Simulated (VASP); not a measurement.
# SiC (F-43m) in VASP: electric field gradients with LDA

Aim: the electric field gradients of SiC with LDA.

All numbers are computed with VASP 6.6.1; they aren't measurements. Logs are shortened: lines on timing, memory, paths and dates and some standing lists are left out, and cuts for length are marked.

**1. The cell of the first run**

It takes space group F-43m (No. 216, cubic). The conventional cell has a = 4.358 Å, b = 4.358 Å, c = 4.358 Å, α = 90.00°, β = 90.00°, γ = 90.00°. Within 2.5 Å of Si (site symmetry -43m) lie 4 C at 1.89 Å. Within 2.5 Å of C (site symmetry -43m) lie 4 Si at 1.89 Å.

**2. Electric field gradients, LDA**

INCAR

```
SYSTEM = SiC
PREC = Accurate
ENCUT = 520
EDIFF = 1E-8
ISMEAR = -1
SIGMA = 0.02
LREAL = .False.
LASPH = .True.
NELM = 80
ALGO = Normal
ISIF = 2
LWAVE = .False.
LCHARG = .False.
LEFG = .True.
NBANDS = 11
```

KPOINTS

```
regular mesh
0
Gamma
  17 17 17
  0 0 0
```

POSCAR

```
SiC
1.0
    0.0000000000      2.1790000000      2.1790000000
    2.1790000000      0.0000000000      2.1790000000
    2.1790000000      2.1790000000      0.0000000000
Si C
1 1
Direct
    0.0000000000      0.0000000000      0.0000000000
    0.2500000000      0.2500000000      0.2500000000
```

Potentials or basis: VASP PAW LDA potentials, release 64 (Si, C).

On the command line:

```
$ cat potpaw_LDA.64/Si/POTCAR potpaw_LDA.64/C/POTCAR > POTCAR
$ mpirun -np 1 vasp_std > vasp.out
```

OUTCAR:

```text
SYSTEM = SiC
   PREC = Accurate
   ENCUT = 520
   EDIFF = 1E-8
   ISMEAR = -1
   LREAL = .False.
   LASPH = .True.
   NELM = 80
   ISIF = 2

 ion  position               nearest neighbor table
   1  0.000  0.000  0.000-   2 1.89   2 1.89   2 1.89   2 1.89
   2  0.250  0.250  0.250-   1 1.89   1 1.89   1 1.89   1 1.89

  LATTYP: Found a face centered cubic cell.
 ALAT       =     4.3580000000

  Lattice vectors:

 A1 = (   0.0000000000,   2.1790000000,   2.1790000000)
 A2 = (   2.1790000000,   0.0000000000,   2.1790000000)
 A3 = (   2.1790000000,   2.1790000000,   0.0000000000)

Analysis of symmetry for initial positions (statically):
=====================================================================
 Subroutine PRICEL returns:
 Original cell was already a primitive cell.

 Routine SETGRP: Setting up the symmetry group for a
 face centered cubic supercell.

 Subroutine GETGRP returns: Found 24 space group operations
 (whereof 24 operations were pure point group operations)
 out of a pool of 48 trial point group operations.

The static configuration has the point symmetry T_d .

Analysis of symmetry for dynamics (positions and initial velocities):
=====================================================================
 Subroutine PRICEL returns:
 Original cell was already a primitive cell.

 Routine SETGRP: Setting up the symmetry group for a
 face centered cubic supercell.

 Subroutine GETGRP returns: Found 24 space group operations
 (whereof 24 operations were pure point group operations)
 out of a pool of 48 trial point group operations.

The dynamic configuration has the point symmetry T_d .

 Subroutine INISYM returns: Found 24 space group operations
 (whereof 24 operations are pure point group operations),
 and found     1 'primitive' translations

----------------------------------------------------------------------------------------

                                     Primitive cell

  volume of cell :      20.6920

  direct lattice vectors                    reciprocal lattice vectors
     0.000000000  2.179000000  2.179000000    -0.229463056  0.229463056  0.229463056
     2.179000000  0.000000000  2.179000000     0.229463056 -0.229463056  0.229463056
     2.179000000  2.179000000  0.000000000     0.229463056  0.229463056 -0.229463056

  length of vectors
     3.081571352  3.081571352  3.081571352     0.397441672  0.397441672  0.397441672

  position of ions in fractional coordinates (direct lattice)
     0.000000000  0.000000000  0.000000000
     0.250000000  0.250000000  0.250000000

  ion indices of the primitive-cell ions
   primitive index   ion index
                 1           1
                 2           2

----------------------------------------------------------------------------------------

 KPOINTS: regular mesh

Automatic generation of k-mesh.
 Grid dimensions read from file:
 generate k-points for:   17   17   17

 Generating k-lattice:

  Cartesian coordinates                     Fractional coordinates (reciprocal lattice)
    -0.013497827  0.013497827  0.013497827     0.058823529  0.000000000  0.000000000
     0.013497827 -0.013497827  0.013497827     0.000000000  0.058823529  0.000000000
     0.013497827  0.013497827 -0.013497827     0.000000000  0.000000000  0.058823529

  Length of vectors
     0.023378922  0.023378922  0.023378922

  Shift w.r.t. Gamma in fractional coordinates (k-lattice)
     0.000000000  0.000000000  0.000000000

 Subroutine IBZKPT returns following result:
 ===========================================

 Found    165 irreducible k-points:

 Following reciprocal coordinates:
            Coordinates               Weight
  0.000000  0.000000  0.000000      1.000000
  0.058824  0.000000  0.000000      8.000000
  0.117647  0.000000  0.000000      8.000000
  0.176471  0.000000  0.000000      8.000000
  0.235294  0.000000  0.000000      8.000000
  0.294118  0.000000  0.000000      8.000000
[... 16 lines left out ...]
 -0.176471  0.058824  0.000000     24.000000
 -0.117647  0.058824  0.000000     24.000000
 [... further k-points ...]
   k-points           NKPTS =    165   k-points in BZ     NKDIM =    165   number of bands    NBANDS=     11
   number of dos      NEDOS =    301   number of ions     NIONS =      2
   total plane-waves  NPLWV =  13824
   dimension x,y,z NGX =    24 NGY =   24 NGZ =   24
   dimension x,y,z NGXF=    48 NGYF=   48 NGZF=   48
   ions per type =               1   1
   NGX,Y,Z   is equivalent  to a cutoff of  12.95, 12.95, 12.95 a.u.
   NGXF,Y,Z  is equivalent  to a cutoff of  25.90, 25.90, 25.90 a.u.
 SYSTEM =  SiC
   PREC   = accura    normal or accurate (medium, high low for compatibility)
   ISTART =      0    job   : 0-new  1-cont  2-samecut
   ICHARG =      2    charge: 1-file 2-atom 10-const
   ISPIN  =      1    spin polarized calculation?
   LNONCOLLINEAR =      F non collinear calculations
   LSORBIT =      F    spin-orbit coupling
   LASPH  =      T    aspherical Exc in radial PAW
   ENCUT  =  520.0 eV  38.22 Ry    6.18 a.u.   5.73  5.73  5.73*2*pi/ulx,y,z
   NELM   =     80;   NELMIN=  2; NELMDL= -5     # of ELM steps
   EDIFF  = 0.1E-07   stopping-criterion for ELM
   LREAL  =      F    real-space projection
   EDIFFG = 0.1E-06   stopping-criterion for IOM
   NSW    =      0    number of steps for IOM
   IBRION =     -1    ionic relax: 0-MD 1-quasi-New 2-CG
   NFREE  =      0    steps in history (QN), initial steepest desc. (CG)
   ISIF   =      2    stress and relaxation
   ISYM   =      2    0-nonsym 1-usesym 2-fastsym
   POTIM  = 0.5000    time-step for ionic-motion
   TEBEG  =    0.0;   TEEND  =   0.0 temperature during run
   PSTRESS=    0.0 pullay stress
   NELECT =       8.0000    total number of electrons
   NUPDOWN=      -1.0000    fix difference up-down
   EMIN   =  10.00;   EMAX   =-10.00  energy-range for DOS
   EFERMI =   0.00;   METHOD = LEGACY
   ISMEAR =    -1;   SIGMA  =   0.02  broadening in eV -4-tet -1-fermi 0-gaus
   EFERMI_NEDOS =   21; number of points for ismear=-14 and -15
   IALGO  =     38    algorithm
   IMIX   =      4    mixing-type and parameters
     AMIX     =   0.40;   BMIX     =  1.00
     AMIX_MAG =   1.60;   BMIX_MAG =  1.00
  volume/ion in A,a.u.               =      10.35        69.82
  Fermi-wavevector in a.u.,A,eV,Ry     =   1.192626  2.253736 19.352338  1.422357
  Thomas-Fermi vector in A             =   2.328660
   LORBIT       =      0    0 simple, 1 ext, 2 COOP (PROOUT), +10 PAW based schemes
   GGA     = CA    functional components
   LHFCALC =     F    Hartree Fock is set to
   AEXX    =    0.0000 exact exchange contribution
   IVDW    =     0    specifies the selected vdW correction
   LEPSILON=     F    determine dielectric tensor
   LRPA    =     F    only Hartree local field effects (RPA)
 non-spin polarized calculation
  energy-cutoff  :      520.00
  volume of cell :       20.69
 maximum number of plane-waves:       568
   NGX = 11   NGY = 11   NGZ = 11

 number of electron       8.0000001 magnetization

 Free energy of the ion-electron system (eV)
  ---------------------------------------------------
  ext. energy  EPLUGINS =         0.00000000
  ---------------------------------------------------
  free energy    TOTEN  =       -16.63810000 eV

  energy without entropy =      -16.63810000  energy(sigma->0) =      -16.63810000

 E-fermi :   8.5031     XC(G=0): -11.5565

 val. band max:        8.0616125643   @ k =   0.0000   0.0000   0.0000
 cond. band min:       9.4065882011   @ k =   0.4706   0.4706   0.0000
 fundamental gap:      1.3449756368
 Fermi energy:         8.5030696465

 k-point     1 :       0.0000    0.0000    0.0000
  band No.  band energies     occupation
      1      -7.2540      2.00000
      2       8.0616      2.00000
      3       8.0616      2.00000
      4       8.0616      2.00000
      5      14.3534      0.00000
      6      15.2539      0.00000
      7      15.2539      0.00000
      8      15.2539      0.00000
      9      22.5214      0.00000
     10      22.5214      0.00000
     11      24.2320      0.00000

 k-point     2 :       0.0588    0.0000    0.0000
  band No.  band energies     occupation
      1      -7.1860      2.00000
      2       7.6868      2.00000
      3       8.0128      2.00000
      4       8.0128      2.00000
      5      14.4985      0.00000
      6      15.3085      0.00000
      7      15.3451      0.00000
      8      15.3451      0.00000
      9      22.0709      0.00000
     10      22.0709      0.00000
     11      24.2880      0.00000

 k-point     3 :       0.1176    0.0000    0.0000
  band No.  band energies     occupation
      1      -6.9830      2.00000
      2       6.7360      2.00000
      3       7.8804      2.00000
      4       7.8804      2.00000
      5      14.5350      0.00000
      6      15.5720      0.00000
      7      15.5720      0.00000
      8      15.7356      0.00000
      9      21.3600      0.00000
     10      21.3600      0.00000
     11      23.9747      0.00000

 k-point     4 :       0.1765    0.0000    0.0000
  band No.  band energies     occupation
      1      -6.6479      2.00000
      2       5.4902      2.00000
      3       7.6978      2.00000
      4       7.6978      2.00000
      5      14.3265      0.00000
      6      15.8017      0.00000
      7      15.8017      0.00000
      8      16.4653      0.00000
      9      20.9256      0.00000
     10      20.9256      0.00000
     11      23.4489      0.00000
[... 239 lines left out ...]
 k-point    22 :      -0.2353    0.0588    0.0000
  band No.  band energies     occupation
      1      -5.9484      2.00000
      2       3.7000      2.00000
      3       6.9187      2.00000
      4       7.6175      2.00000
      5      14.1897      0.00000
      6      15.7418      0.00000
      7      15.8922      0.00000
      8      17.3156      0.00000
      9      20.3205      0.00000
     10      21.8483      0.00000
     11      23.6476      0.00000

 k-point    23 :      -0.1765    0.0588    0.0000
  band No.  band energies     occupation
      1      -6.4486      2.00000
      2       5.0421      2.00000
      3       7.1319      2.00000
      4       7.8150      2.00000
      5      14.4418      0.00000
      6      15.7084      0.00000
      7      15.8319      0.00000
      8      16.8040      0.00000
      9      20.1090      0.00000
     10      21.4730      0.00000
     11      23.9526      0.00000

 k-point    24 :      -0.1176    0.0588    0.0000
  band No.  band energies     occupation
      1      -6.8260      2.00000
      2       6.2922      2.00000
      3       7.3893      2.00000
      4       7.9684      2.00000
      5      14.6763      0.00000
      6      15.4375      0.00000
      7      15.5316      0.00000
      8      16.3375      0.00000
      9      20.4460      0.00000
     10      21.5499      0.00000
     11      24.4592      0.00000

 [... further k-points ...]

------------------------ aborting loop because EDIFF is reached ----------------------------------------

  FORCE on cell =-STRESS in cart. coord.  units (eV):
  Direction    XX          YY          ZZ          XY          YZ          ZX
  --------------------------------------------------------------------------------------
  -------------------------------------------------------------------------------------
  Total       -0.5209845     -0.5209845     -0.5209845      0.0000000      0.0000000      0.0000000
  in kB      -40.3397988    -40.3397988    -40.3397988      0.0000000      0.0000000      0.0000000
  external PRESSURE =     -40.3397988 kB  Pullay stress =       0.0000000 kB

 VOLUME and BASIS-vectors are now :
 -----------------------------------------------------------------------------
  energy-cutoff  :      520.00
  volume of cell :       20.69
      direct lattice vectors                 reciprocal lattice vectors
     0.000000000  2.179000000  2.179000000    -0.229463056  0.229463056  0.229463056
     2.179000000  0.000000000  2.179000000     0.229463056 -0.229463056  0.229463056
     2.179000000  2.179000000  0.000000000     0.229463056  0.229463056 -0.229463056

 POSITION                                       TOTAL-FORCE (eV/Angst)
 -----------------------------------------------------------------------------------
      0.00000      0.00000      0.00000         0.000000     -0.000000     -0.000000
      1.08950      1.08950      1.08950        -0.000000      0.000000      0.000000
 -----------------------------------------------------------------------------------
    total drift:                                0.000000      0.000000      0.000000

  FREE ENERGIE OF THE ION-ELECTRON SYSTEM (eV)
  ---------------------------------------------------
  free  energy   TOTEN  =       -16.6381000002 eV

  energy  without entropy=      -16.6381000002  energy(sigma->0) =      -16.63810000

 Electric field gradients (V/A^2)
---------------------------------------------------------------------
 ion       V_xx      V_yy      V_zz      V_xy      V_xz      V_yz
---------------------------------------------------------------------
   1      -0.000    -0.000     0.000     0.000     0.000     0.000
   2      -0.000     0.000    -0.000     0.000     0.000     0.000
---------------------------------------------------------------------

 Electric field gradients after diagonalization (V/A^2)
 (convention: |V_zz| > |V_xx| > |V_yy|)
----------------------------------------------------------------------
 ion       V_xx      V_yy      V_zz     asymmetry (V_yy - V_xx)/ V_zz
----------------------------------------------------------------------
   1      -0.000    -0.000     0.000       0.000
   2      -0.000    -0.000     0.000       0.000
----------------------------------------------------------------------

           NMR quadrupolar parameters

 Cq : quadrupolar parameter    Cq=e*Q*V_zz/h
 eta: asymmetry parameters     (V_yy - V_xx)/ V_zz
 Q  : nuclear electric quadrupole moment in mb (millibarn)
----------------------------------------------------------------------
 ion       Cq(MHz)       eta       Q (mb)
----------------------------------------------------------------------
   1       0.000       0.000       1.000
   2       0.000       0.000       1.000
----------------------------------------------------------------------
```

It took 49 s on 1 thread of AMD EPYC 7R43 (Zen 3), shared host; peak memory 0.11 GiB.

What came out:

```yaml
Free_energy: -16.6381 eV
Pressure: -4.0 GPa
Band_gap_on_the_k_mesh: 1.34 eV (least direct gap 4.52 eV)
Largest_electric_field_gradient_by_atom: zero within the noise of the run
```

Caveat: the cell stands under tension; an odd mesh through Γ misses points on the zone boundary, where band edges can lie.
